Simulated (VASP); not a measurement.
# Al (P1) in VASP: further runs, part 2 of 2

VASP 6.6.1.

### 4 Single point, PBE+D3(BJ)

Contents of INCAR:

```
SYSTEM = Al
  PREC = Accurate
  ENCUT = 520
  EDIFF = 1E-7
  ISMEAR = 0
  SIGMA = 0.15
  LREAL = .False.
  LASPH = .True.
  NELM = 60
  ALGO = Fast
  ISIF = 2
  LWAVE = .False.
  LCHARG = .False.
  GGA = PE
  IVDW = 12
  NBANDS = 22
```

Contents of KPOINTS:

```
Automatic mesh
0
Gamma
  16 16 2
  0 0 0
```

Contents of POSCAR:

```
Al
1.0
   -2.8144222649      0.0000000000      0.0000000000
   -1.4072111325     -2.4373611784      0.0000000000
   -0.7036055662     -0.8124537261     18.4820941423
Al
8
Direct
    0.9947916667      0.9791666667      0.0625000000
    0.9531250000      0.8125000000      0.5625000000
    0.2760416667      0.1041666667      0.6875000000
    0.3177083333      0.2708333333      0.1875000000
   -0.0677083333     -0.2708333333      0.8125000000
   -0.0260416667     -0.1041666667      0.3125000000
    0.5885416667      0.3541666667      0.9375000000
    0.6302083333      0.5208333333      0.4375000000
```

Launch:

```sh
cat potpaw_PBE.64/Al/POTCAR > POTCAR
mpirun -np 1 vasp_std > vasp.out
```

It took 16 min on 1 thread of Oxide Virtual Turin-like, shared host; peak memory 0.59 GiB.

It converged, with:

```
Free energy                : -32.5123 eV
Pressure                   : 0.6 GPa
Largest force              : 0.627 eV/Å
Band gap on the k mesh     : zero (band 12 reaches 12.28 eV, above the bottom of band 13 at 6.65 eV)
Dispersion energy per atom : -0.351 eV
```

Forces in eV/Å, atoms in the order of the input:
```
Al  -0.298  0.266  0.430
Al   0.002  0.001 -0.010
Al  -0.008  0.004 -0.012
Al   0.039  0.004  0.026
Al   0.029  0.014  0.058
Al  -0.007  0.006  0.003
Al   0.244 -0.294 -0.497
Al   0.000 -0.001  0.002
```

Stress tensor (GPa, compression positive):
```
-0.10 -0.21 -0.76
-0.21 -0.06  0.90
-0.76  0.90  1.96
```

Levels at points of the mesh, in eV from the Fermi level:
```csv
k point,band 8,band 9,band 10,band 11,band 12,band 13,band 14,band 15,band 16,band 17
"(0.00, 0.00, 0.00)",-4.78,-4.49,-0.96,-0.95,3.40,3.44,8.28,8.38,11.10,11.15
"(0.50, 0.00, 0.00)",-3.93,-3.39,-3.22,-1.99,-1.77,-1.33,-1.11,0.79,1.19,1.42
"(0.00, 0.50, 0.00)",-3.75,-3.65,-3.01,-2.18,-1.75,-1.39,-0.82,0.57,0.81,1.80
"(0.50, 0.50, 0.00)",-3.88,-3.51,-3.04,-2.36,-1.72,-1.35,-0.74,0.36,0.89,1.76
"(0.00, 0.00, 0.50)",-6.20,-2.89,-2.88,1.14,1.16,5.80,5.85,10.60,10.88,11.10
"(0.50, 0.00, 0.50)",-4.37,-2.79,-2.76,-2.64,-2.52,-0.38,-0.33,-0.13,-0.03,2.76
"(0.00, 0.50, 0.50)",-4.17,-3.14,-2.90,-2.53,-2.08,-0.89,-0.52,0.08,0.47,2.22
"(0.50, 0.50, 0.50)",-3.96,-3.44,-2.87,-2.37,-2.16,-0.99,-0.57,0.24,0.45,2.21
```

Caveat: pairwise dispersion overbinds metals, which lowers pressure and volume.

### 5 Single point, PBE+D3(BJ)

Contents of INCAR:

```
SYSTEM = Al
ALGO = Fast ; EDIFF = 1E-7
ENCUT = 520 ; GGA = PE
ISIF = 2 ; ISMEAR = 0
IVDW = 12 ; LASPH = .TRUE.
LCHARG = .FALSE. ; LREAL = .FALSE.
LWAVE = .FALSE. ; NBANDS = 22
NELM = 60 ; PREC = Accurate
SIGMA = 0.15
```

Contents of KPOINTS:

```
k-points
0
G
  16 16 2
  0 0 0
```

Contents of POSCAR:

```
Al
1.0
   -2.8144222649      0.0000000000      0.0000000000
   -1.4072111325     -2.4373611784      0.0000000000
   -0.5863379719     -1.0155671577     18.4820941423
Al
8
Direct
    1.0000000000      0.9739583333      0.0625000000
    1.0000000000      0.7656250000      0.5625000000
    0.3333333333      0.0468750000      0.6875000000
    0.3333333333      0.2552083333      0.1875000000
    0.0000000000     -0.3385416667      0.8125000000
    0.0000000000     -0.1302083333      0.3125000000
    0.6666666667      0.2760416667      0.9375000000
    0.6666666667      0.4843750000      0.4375000000
```

Launch:

```sh
cat potpaw_PBE.64/Al/POTCAR > POTCAR
mpirun -np 1 vasp_std > vasp.out
```

Run time: 26 min. Hardware: 1 thread of Oxide Virtual Turin-like, shared host; peak memory 0.59 GiB.

Results (log left out):

```
Free energy                : -32.4039 eV
Pressure                   : 1.1 GPa
Largest force              : 1.073 eV/Å
Band gap on the k mesh     : zero (band 12 reaches 12.22 eV, above the bottom of band 13 at 6.64 eV)
Dispersion energy per atom : -0.351 eV
```

Forces in eV/Å, atoms in the order of the input:
```
Al  -0.407  0.383  0.863
Al   0.000  0.002 -0.015
Al  -0.010  0.007 -0.009
Al   0.035 -0.004  0.014
Al   0.020  0.007  0.065
Al  -0.008  0.009  0.000
Al   0.368 -0.403 -0.924
Al   0.003 -0.002  0.007
```

Stress tensor (GPa, compression positive):
```
-0.07 -0.14 -1.05
-0.14  0.05  1.23
-1.05  1.23  3.20
```

Levels at points of the mesh, in eV from the Fermi level:
```
           k point  band 10  band 11  band 12  band 13  band 14  band 15
(0.00, 0.00, 0.00)    -0.96    -0.93     3.38     3.45     8.22     8.39
(0.50, 0.00, 0.00)    -3.28    -1.90    -1.88    -1.20    -1.20     0.80
(0.00, 0.50, 0.00)    -2.95    -2.24    -1.89    -1.25    -0.73     0.46
(0.50, 0.50, 0.00)    -3.03    -2.36    -1.71    -1.35    -0.73     0.36
(0.00, 0.00, 0.50)    -2.86     1.13     1.17     5.77     5.87    10.50
(0.50, 0.00, 0.50)    -2.70    -2.66    -2.64    -0.28    -0.25    -0.16
(0.00, 0.50, 0.50)    -2.94    -2.48    -1.94    -1.05    -0.58     0.16
(0.50, 0.50, 0.50)    -2.86    -2.36    -2.15    -0.98    -0.56     0.25
```

Caveat: pairwise dispersion overbinds metals, which lowers pressure and volume; forces of over 1 eV/Å act on the atoms, so gaps and moduli don't describe the material at rest.

### 6 Single point, PBE+D3(BJ)

Contents of INCAR:

```
PREC = Accurate ; ENCUT = 520
EDIFF = 1E-6 ; ISMEAR = 0
SIGMA = 0.15 ; LREAL = F
LASPH = T ; NELM = 100
ALGO = Fast ; ISIF = 2
LWAVE = F ; LCHARG = F
GGA = PE ; IVDW = 12
NBANDS = 22
```

Contents of KPOINTS:

```
regular mesh
0
Gamma
  16 16 2
```

Contents of POSCAR:

```
Al
1.0
   -2.8144222649      0.0000000000      0.0000000000
   -1.4072111325     -2.4373611784      0.0000000000
   -0.3518027831     -0.6093402946     18.4820941423
Al
8
Direct
    1.0000000000      0.9843750000      0.0625000000
    1.0000000000      0.8593750000      0.5625000000
    0.3333333333      0.1614583333      0.6875000000
    0.3333333333      0.2864583333      0.1875000000
    0.0000000000     -0.2031250000      0.8125000000
    0.0000000000     -0.0781250000      0.3125000000
    0.6666666667      0.4322916667      0.9375000000
    0.6666666667      0.5572916667      0.4375000000
```

Potentials or basis: VASP PAW PBE potentials, release 64 (Al).

Launch:

```sh
cat potpaw_PBE.64/Al/POTCAR > POTCAR
mpirun -np 1 vasp_std > vasp.out
```

Wall time 23 min (1 thread of Oxide Virtual Turin-like, shared host); peak memory 0.59 GiB.

It converged, with:

```yaml
Free_energy: -32.5148 eV
Pressure: 0.6 GPa
Largest_force: 0.630 eV/Å
Band_gap_on_the_k_mesh: zero (band 12 reaches 12.26 eV, above the bottom of band 13 at 6.75 eV)
Dispersion_energy_per_atom: -0.351 eV
```

Forces on the atoms (eV/Å):
```
Al  -0.122  0.350  0.444
Al   0.001  0.003 -0.009
Al  -0.007  0.002 -0.007
Al   0.027  0.014  0.007
Al   0.026  0.029  0.035
Al  -0.005  0.006  0.003
Al   0.080 -0.403 -0.478
Al   0.000 -0.002  0.004
```

Stress tensor (GPa, compression positive):
```
-0.10 -0.27 -0.26
-0.27 -0.08  1.08
-0.26  1.08  1.88
```

Levels at points of the mesh, in eV from the Fermi level:
| k point | band 9 | band 10 | band 11 | band 12 | band 13 | band 14 | band 15 | band 16 |
| --- | --- | --- | --- | --- | --- | --- | --- | --- |
| (0.00, 0.00, 0.00) | -4.50 | -0.97 | -0.95 | 3.39 | 3.43 | 8.27 | 8.37 | 11.08 |
| (0.50, 0.00, 0.00) | -3.36 | -3.30 | -1.91 | -1.90 | -1.22 | -1.22 | 0.80 | 1.25 |
| (0.00, 0.50, 0.00) | -3.56 | -3.08 | -2.12 | -1.62 | -1.52 | -0.93 | 0.66 | 0.94 |
| (0.50, 0.50, 0.00) | -3.66 | -3.15 | -2.21 | -1.62 | -1.50 | -0.91 | 0.56 | 1.10 |
| (0.00, 0.00, 0.50) | -2.89 | -2.88 | 1.13 | 1.15 | 5.79 | 5.85 | 10.59 | 10.87 |
| (0.50, 0.00, 0.50) | -2.73 | -2.72 | -2.67 | -2.66 | -0.28 | -0.27 | -0.18 | -0.17 |
| (0.00, 0.50, 0.50) | -3.03 | -2.86 | -2.58 | -2.22 | -0.73 | -0.45 | -0.01 | 0.30 |
| (0.50, 0.50, 0.50) | -3.18 | -2.80 | -2.50 | -2.39 | -0.71 | -0.43 | 0.04 | 0.21 |

Caveat: pairwise dispersion overbinds metals, which lowers pressure and volume.

### 7 Overview

```tsv
cell	further INCAR settings	gap on the mesh (eV)	pressure (GPa)	largest force (eV/Å)
a = 2.814, b = 2.814, c = 18.501 Å, angles 87.5, 88.2, 60.0°, 8 atoms	ALGO = Fast; EDIFF = 1e-06; NBANDS = 22	none	0.5	0.47
a = 2.814, b = 2.814, c = 18.673 Å, angles 82.4, 83.5, 60.0°, 8 atoms	ALGO = Fast; EDIFF = 1e-06; NBANDS = 22	none	1.4	1.38
a = 2.814, b = 2.814, c = 18.513 Å, angles 86.7, 87.8, 60.0°, 8 atoms	ALGO = Fast; EDIFF = 1e-07; NBANDS = 22	none	0.6	0.63
a = 2.814, b = 2.814, c = 18.519 Å, angles 86.4, 88.2, 60.0°, 8 atoms	ALGO = Fast; EDIFF = 1e-07; NBANDS = 22	none	1.1	1.07
a = 2.814, b = 2.814, c = 18.495 Å, angles 87.8, 88.9, 60.0°, 8 atoms	ALGO = Fast; EDIFF = 1e-06; NBANDS = 22	none	0.6	0.63
```

Alike in all rows: task single point; level PBE+D3(BJ); potentials or basis VASP PAW PBE potentials, release 64 (Al); no spin polarisation; k mesh 16 × 16 × 2; cutoff (eV) 520; smearing gaussian 0.15 eV.

Caveats: pairwise dispersion overbinds metals, which lowers pressure and volume; forces of over 1 eV/Å act on the atoms, so gaps and moduli don't describe the material at rest (some runs).

Total energies depend on the potentials used, so only differences within one code and one set of settings carry meaning.
